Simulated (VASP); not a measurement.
# LiRe3 (Fm-3m) in VASP: a series of runs

Runs on LiRe3. Level: PBE. Tasks: single point.

Everything below comes from runs of VASP 6.6.1. Logs are shortened: lines on timing, memory, paths and dates and some standing lists are left out, and cuts for length are marked.

### Step 1. The cell of the first run

The structure is cubic, space group Fm-3m (No. 225). The conventional cell has a = 6.106 Å, b = 6.106 Å, c = 6.106 Å, α = 90.00°, β = 90.00°, γ = 90.00°. Re (site symmetry m-3m) has 8 Re at 2.64 Å and 6 Li at 3.05 Å within 3.5 Å. Within 3.5 Å of Re (site symmetry -43m) lie 10 Re at 2.64 to 3.05 Å and 4 Li at 2.64 Å. Li (site symmetry m-3m) has 14 Re at 2.64 to 3.05 Å within 3.5 Å.

### Step 2. Single point, PBE

INCAR reads:

```
SYSTEM = LiRe3
ALGO     = Fast           ! electronic algorithm
EDIFF    = 1E-6           ! SCF threshold, eV
ENCUT    = 520            ! plane-wave cutoff, eV
GGA      = PE             ! functional
ISIF     = 2              ! what is computed and relaxed
ISMEAR   = -1             ! smearing method
LASPH    = .True.         ! aspherical terms in the spheres
LCHARG   = .False.        ! write CHGCAR
LREAL    = .False.        ! projectors in reciprocal space
LWAVE    = .False.        ! write WAVECAR
NBANDS   = 20             ! bands
NELM     = 100            ! most SCF steps
PREC     = Accurate       ! precision mode
SIGMA    = 0.05           ! smearing width, eV
```

KPOINTS reads:

```
k-points
0
Gamma
  8 8 8
  0 0 0
```

POSCAR reads:

```
LiRe3
1.0
    0.0000000000      3.0528810000      3.0528810000
    3.0528810000      0.0000000000      3.0528810000
    3.0528810000      3.0528810000      0.0000000000
Re Li
3 1
Direct
    0.5000000000      0.5000000000      0.5000000000
    0.2500000000      0.2500000000      0.2500000000
    0.7500000000      0.7500000000      0.7500000000
    0.0000000000      0.0000000000      0.0000000000
```

Potentials or basis: VASP PAW PBE potentials, release 64 (Re, Li_sv).

On the command line:

```
cat potpaw_PBE.64/Re/POTCAR potpaw_PBE.64/Li_sv/POTCAR > POTCAR
mpirun -np 1 vasp_std > vasp.out
```

OUTCAR:

```text
SYSTEM = LiRe3
   EDIFF = 1E-6
   ENCUT = 520
   GGA = PE
   ISIF = 2
   ISMEAR = -1
   LASPH = .True.
   LREAL = .False.
   NELM = 100
   PREC = Accurate

 ion  position               nearest neighbor table
   1  0.500  0.500  0.500-   2 2.64   3 2.64   2 2.64   2 2.64   2 2.64   3 2.64   3 2.64   3 2.64

   2  0.250  0.250  0.250-   1 2.64   4 2.64   4 2.64   4 2.64   4 2.64   1 2.64   1 2.64   1 2.64
                             3 3.05   3 3.05   3 3.05   3 3.05   3 3.05   3 3.05
   3  0.750  0.750  0.750-   1 2.64   4 2.64   1 2.64   1 2.64   1 2.64   4 2.64   4 2.64   4 2.64
                             2 3.05   2 3.05   2 3.05   2 3.05   2 3.05   2 3.05
   4  0.000  0.000  0.000-   2 2.64   3 2.64   3 2.64   3 2.64   3 2.64   2 2.64   2 2.64   2 2.64

  LATTYP: Found a face centered cubic cell.
 ALAT       =     6.1057620000

  Lattice vectors:

 A1 = (   0.0000000000,   3.0528810000,   3.0528810000)
 A2 = (   3.0528810000,   0.0000000000,   3.0528810000)
 A3 = (   3.0528810000,   3.0528810000,   0.0000000000)

Analysis of symmetry for initial positions (statically):
=====================================================================
 Subroutine PRICEL returns:
 Original cell was already a primitive cell.

 Routine SETGRP: Setting up the symmetry group for a
 face centered cubic supercell.

 Subroutine GETGRP returns: Found 48 space group operations
 (whereof 48 operations were pure point group operations)
 out of a pool of 48 trial point group operations.

The static configuration has the point symmetry O_h .

Analysis of symmetry for dynamics (positions and initial velocities):
=====================================================================
 Subroutine PRICEL returns:
 Original cell was already a primitive cell.

 Routine SETGRP: Setting up the symmetry group for a
 face centered cubic supercell.

 Subroutine GETGRP returns: Found 48 space group operations
 (whereof 48 operations were pure point group operations)
 out of a pool of 48 trial point group operations.

The dynamic configuration has the point symmetry O_h .

 Subroutine INISYM returns: Found 48 space group operations
 (whereof 48 operations are pure point group operations),
 and found     1 'primitive' translations

----------------------------------------------------------------------------------------

                                     Primitive cell

  volume of cell :      56.9062

  direct lattice vectors                    reciprocal lattice vectors
     0.000000000  3.052881000  3.052881000    -0.163779722  0.163779722  0.163779722
     3.052881000  0.000000000  3.052881000     0.163779722 -0.163779722  0.163779722
     3.052881000  3.052881000  0.000000000     0.163779722  0.163779722 -0.163779722

  length of vectors
     4.317425715  4.317425715  4.317425715     0.283674799  0.283674799  0.283674799

  position of ions in fractional coordinates (direct lattice)
     0.500000000  0.500000000  0.500000000
     0.250000000  0.250000000  0.250000000
     0.750000000  0.750000000  0.750000000
     0.000000000  0.000000000  0.000000000

  ion indices of the primitive-cell ions
   primitive index   ion index
                 1           1
                 2           2
                 3           3
                 4           4

----------------------------------------------------------------------------------------

 KPOINTS: k-points

Automatic generation of k-mesh.
 Grid dimensions read from file:
 generate k-points for:    8    8    8

 Generating k-lattice:

  Cartesian coordinates                     Fractional coordinates (reciprocal lattice)
    -0.020472465  0.020472465  0.020472465     0.125000000  0.000000000  0.000000000
     0.020472465 -0.020472465  0.020472465     0.000000000  0.125000000  0.000000000
     0.020472465  0.020472465 -0.020472465     0.000000000  0.000000000  0.125000000

  Length of vectors
     0.035459350  0.035459350  0.035459350

  Shift w.r.t. Gamma in fractional coordinates (k-lattice)
     0.000000000  0.000000000  0.000000000

 Subroutine IBZKPT returns following result:
 ===========================================

 Found     29 irreducible k-points:

 Following reciprocal coordinates:
            Coordinates               Weight
  0.000000  0.000000  0.000000      1.000000
  0.125000  0.000000  0.000000      8.000000
  0.250000  0.000000  0.000000      8.000000
  0.375000  0.000000  0.000000      8.000000
  0.500000  0.000000  0.000000      4.000000
  0.125000  0.125000  0.000000      6.000000
[... 16 lines left out ...]
  0.500000  0.250000  0.125000     48.000000
 -0.375000  0.250000  0.125000     24.000000
 [... further k-points ...]
   k-points           NKPTS =     29   k-points in BZ     NKDIM =     29   number of bands    NBANDS=     20
   number of dos      NEDOS =    301   number of ions     NIONS =      4
   total plane-waves  NPLWV =  32768
   dimension x,y,z NGX =    32 NGY =   32 NGZ =   32
   dimension x,y,z NGXF=    64 NGYF=   64 NGZF=   64
   ions per type =               3   1
   NGX,Y,Z   is equivalent  to a cutoff of  12.32, 12.32, 12.32 a.u.
   NGXF,Y,Z  is equivalent  to a cutoff of  24.64, 24.64, 24.64 a.u.
 SYSTEM =  LiRe3
   PREC   = accura    normal or accurate (medium, high low for compatibility)
   ISTART =      0    job   : 0-new  1-cont  2-samecut
   ICHARG =      2    charge: 1-file 2-atom 10-const
   ISPIN  =      1    spin polarized calculation?
   LNONCOLLINEAR =      F non collinear calculations
   LSORBIT =      F    spin-orbit coupling
   LASPH  =      T    aspherical Exc in radial PAW
   ENCUT  =  520.0 eV  38.22 Ry    6.18 a.u.   8.03  8.03  8.03*2*pi/ulx,y,z
   NELM   =    100;   NELMIN=  2; NELMDL= -5     # of ELM steps
   EDIFF  = 0.1E-05   stopping-criterion for ELM
   LREAL  =      F    real-space projection
[... 7 lines left out ...]
   TEBEG  =    0.0;   TEEND  =   0.0 temperature during run
   PSTRESS=    0.0 pullay stress
   NELECT =      24.0000    total number of electrons
   NUPDOWN=      -1.0000    fix difference up-down
   EMIN   =  10.00;   EMAX   =-10.00  energy-range for DOS
   EFERMI =   0.00;   METHOD = LEGACY
   ISMEAR =    -1;   SIGMA  =   0.05  broadening in eV -4-tet -1-fermi 0-gaus
   EFERMI_NEDOS =   21; number of points for ismear=-14 and -15
   IALGO  =     68    algorithm
   IMIX   =      4    mixing-type and parameters
     AMIX     =   0.40;   BMIX     =  1.00
     AMIX_MAG =   1.60;   BMIX_MAG =  1.00
  volume/ion in A,a.u.               =      14.23        96.01
  Fermi-wavevector in a.u.,A,eV,Ry     =   1.227699  2.320015 20.507324  1.507246
  Thomas-Fermi vector in A             =   2.362653
   LORBIT       =      0    0 simple, 1 ext, 2 COOP (PROOUT), +10 PAW based schemes
   GGA     = PE    functional components
   LHFCALC =     F    Hartree Fock is set to
   AEXX    =    0.0000 exact exchange contribution
   IVDW    =     0    specifies the selected vdW correction
   LEPSILON=     F    determine dielectric tensor
   LRPA    =     F    only Hartree local field effects (RPA)
 non-spin polarized calculation
 RMM-DIIS sequential band-by-band and
  energy-cutoff  :      520.00
  volume of cell :       56.91
 maximum number of plane-waves:      1543
   NGX = 17   NGY = 17   NGZ = 17

 number of electron      23.9999990 magnetization

 Free energy of the ion-electron system (eV)
  ---------------------------------------------------
  ext. energy  EPLUGINS =         0.00000000
  ---------------------------------------------------
  free energy    TOTEN  =       -38.40772834 eV

  energy without entropy =      -38.38571141  energy(sigma->0) =      -38.39671987

 E-fermi :   6.5351     XC(G=0): -12.6343

 val. band max:        6.4960911141   @ k =  -0.3750   0.5000   0.1250
 cond. band min:       6.5423314454   @ k =  -0.2500   0.1250   0.0000
 fundamental gap:      0.0462403313
 Fermi energy:         6.5351021245

 k-point     1 :       0.0000    0.0000    0.0000
  band No.  band energies     occupation
      1     -38.2060      2.00000
      2      -2.2238      2.00000
      3       1.5046      2.00000
      4       1.5046      2.00000
      5       2.9720      2.00000
      6       2.9720      2.00000
[... 12 lines left out ...]
     19      14.4897      0.00000
     20      14.5364      0.00000

 k-point     2 :       0.1250    0.0000    0.0000
  band No.  band energies     occupation
      1     -38.2059      2.00000
      2      -1.9848      2.00000
      3       1.5981      2.00000
      4       1.5981      2.00000
      5       2.7500      2.00000
      6       3.0349      2.00000
[... 12 lines left out ...]
     19      14.6430      0.00000
     20      14.6605      0.00000

 k-point     3 :       0.2500    0.0000    0.0000
  band No.  band energies     occupation
      1     -38.2056      2.00000
      2      -1.3095      2.00000
      3       1.8750      2.00000
      4       1.8750      2.00000
      5       2.5431      2.00000
      6       3.0659      2.00000
[... 12 lines left out ...]
     19      14.9808      0.00000
     20      15.0502      0.00000

 k-point     4 :       0.3750    0.0000    0.0000
  band No.  band energies     occupation
      1     -38.2051      2.00000
      2      -0.3694      2.00000
      3       2.2633      2.00000
      4       2.2633      2.00000
      5       2.5543      2.00000
      6       2.9184      2.00000
[... 429 lines left out ...]
 k-point    23 :       0.5000    0.2500    0.1250
  band No.  band energies     occupation
      1     -38.2050      2.00000
      2       0.0537      2.00000
      3       1.8671      2.00000
      4       2.0093      2.00000
      5       2.3890      2.00000
      6       2.7146      2.00000
[... 12 lines left out ...]
     19      11.8492      0.00000
     20      12.3939      0.00000

 k-point    24 :      -0.3750    0.2500    0.1250
  band No.  band energies     occupation
      1     -38.2049      2.00000
      2       0.6263      2.00000
      3       1.4821      2.00000
      4       2.2163      2.00000
      5       2.2470      2.00000
      6       2.9644      2.00000
[... 12 lines left out ...]
     19      11.8350      0.00000
     20      12.2250      0.00000

 [... further k-points ...]

------------------------ aborting loop because EDIFF is reached ----------------------------------------

  FORCE on cell =-STRESS in cart. coord.  units (eV):
  Direction    XX          YY          ZZ          XY          YZ          ZX
  --------------------------------------------------------------------------------------
  -------------------------------------------------------------------------------------
  Total       -1.3025231     -1.3025231     -1.3025231     -0.0000000      0.0000000      0.0000000
  in kB      -36.6721515    -36.6721515    -36.6721515     -0.0000000      0.0000000      0.0000000
  external PRESSURE =     -36.6721515 kB  Pullay stress =       0.0000000 kB

 VOLUME and BASIS-vectors are now :
 -----------------------------------------------------------------------------
  energy-cutoff  :      520.00
  volume of cell :       56.91
      direct lattice vectors                 reciprocal lattice vectors
     0.000000000  3.052881000  3.052881000    -0.163779722  0.163779722  0.163779722
     3.052881000  0.000000000  3.052881000     0.163779722 -0.163779722  0.163779722
     3.052881000  3.052881000  0.000000000     0.163779722  0.163779722 -0.163779722

 POSITION                                       TOTAL-FORCE (eV/Angst)
 -----------------------------------------------------------------------------------
      3.05288      3.05288      3.05288        -0.000000     -0.000000      0.000000
      1.52644      1.52644      1.52644         0.000000      0.000000      0.000000
      4.57932      4.57932      4.57932        -0.000000     -0.000000     -0.000000
      0.00000      0.00000      0.00000        -0.000000     -0.000000      0.000000
 -----------------------------------------------------------------------------------
    total drift:                               -0.000000     -0.000000      0.000000

  FREE ENERGIE OF THE ION-ELECTRON SYSTEM (eV)
  ---------------------------------------------------
  free  energy   TOTEN  =       -38.4077283386 eV

  energy  without entropy=      -38.3857114059  energy(sigma->0) =      -38.39671987
```

Run time: 65 s. Hardware: 1 thread of Intel Xeon Platinum 8488C (Sapphire Rapids), shared host; peak memory 0.19 GiB.

What came out:

```
Free energy            : -38.4077 eV
Band gap on the k mesh : zero (bands 12 and 13 overlap by 2.60 eV)
```

Levels at points of the mesh, in eV from the Fermi level:
| k point | band 8 | band 9 | band 10 | band 11 | band 12 | band 13 | band 14 | band 15 | band 16 | band 17 |
| --- | --- | --- | --- | --- | --- | --- | --- | --- | --- | --- |
| (0.00, 0.00, 0.00) | -2.77 | -2.77 | -2.77 | 1.79 | 1.79 | 1.79 | 1.90 | 1.90 | 2.77 | 2.77 |
| (0.50, 0.00, 0.00) | -3.58 | -1.94 | -1.94 | -0.83 | -0.83 | -0.81 | 1.73 | 1.73 | 2.28 | 2.28 |
| (0.50, 0.50, 0.00) | -2.99 | -1.28 | -0.96 | -0.96 | 0.70 | 0.70 | 1.13 | 1.38 | 2.63 | 2.71 |

Caveat: the cutoff is under 1.25 times the usual one of these potentials, so pressure, stress and relaxed cells hold a basis-set (Pulay) error; spin-orbit coupling is left out, which moves the levels of the heavy elements.

(Continued in part 2 of 2.)

The gap in the log of VASP goes by the Fermi energy; the results here count the filled bands.